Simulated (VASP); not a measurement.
A run of VASP 6.6.1 is set up as follows.

File INCAR:

```
SYSTEM = AlCu5
PREC     = Accurate       ! precision mode
ENCUT    = 600            ! plane-wave cutoff, eV
EDIFF    = 1E-7           ! SCF threshold, eV
ISMEAR   = 0              ! smearing method
SIGMA    = 0.1            ! smearing width, eV
LREAL    = .False.        ! projectors in reciprocal space
LASPH    = .True.         ! aspherical terms in the spheres
NELM     = 80             ! most SCF steps
ALGO     = Fast           ! electronic algorithm
ISIF     = 3              ! what is computed and relaxed
LWAVE    = .False.        ! write WAVECAR
LCHARG   = .False.        ! write CHGCAR
GGA      = PE             ! functional
IBRION   = 2              ! ionic algorithm
NSW      = 100            ! ionic steps
EDIFFG   = -0.01          ! ionic threshold
LUSENCCL = .False.
```

File KPOINTS:

```
regular mesh
0
Gamma
  12 12 6
  0 0 0
```

POSCAR

```
AlCu5
1.0
    3.0117766000      0.0000000000      0.0000000000
    0.0000000000      3.0117766000      0.0000000000
    0.0000000000      0.0000000000      8.2045450000
Al Cu
1 5
Direct
    0.0000000000      0.0000000000      0.5000000000
    0.0000000000      0.0000000000      0.8368130000
    0.5000000000      0.5000000000      0.6713940000
    0.5000000000      0.5000000000      0.3286060000
    0.0000000000      0.0000000000      0.1631870000
    0.5000000000      0.5000000000      0.0000000000
```

Potentials or basis: VASP PAW PBE potentials, release 64 (Al, Cu).

Launch:

```sh
$ cat potpaw_PBE.64/Al/POTCAR potpaw_PBE.64/Cu/POTCAR > POTCAR
$ mpirun -np 1 vasp_std > vasp.out
```

Task: Predict the relaxed volume.

Result: 12.45 Å³/atom.

Task: Estimate the space group after relaxing (to 0.1 Å).

Result: P4/mmm (No. 123).

Task: What does it give for the band gap on the k mesh?

Result: Zero (bands 29 and 30 overlap by 2.81 eV).

Task: Estimate the relaxed cell.

Result: a = 3.015 Å, b = 3.015 Å, c = 8.217 Å, α = 90.00°, β = 90.00°, γ = 90.00°.

Step by step:
```
step  energy change (eV)  largest force (eV/Å)  pressure (GPa)  volume (Å³)
   1              0.0000                0.0042            0.65        74.42
   2              0.0000                0.0052           -0.45        74.96
   3             -0.0004                0.0043            0.06        74.67
   4             -0.0004                0.0042           -0.05        74.71
```
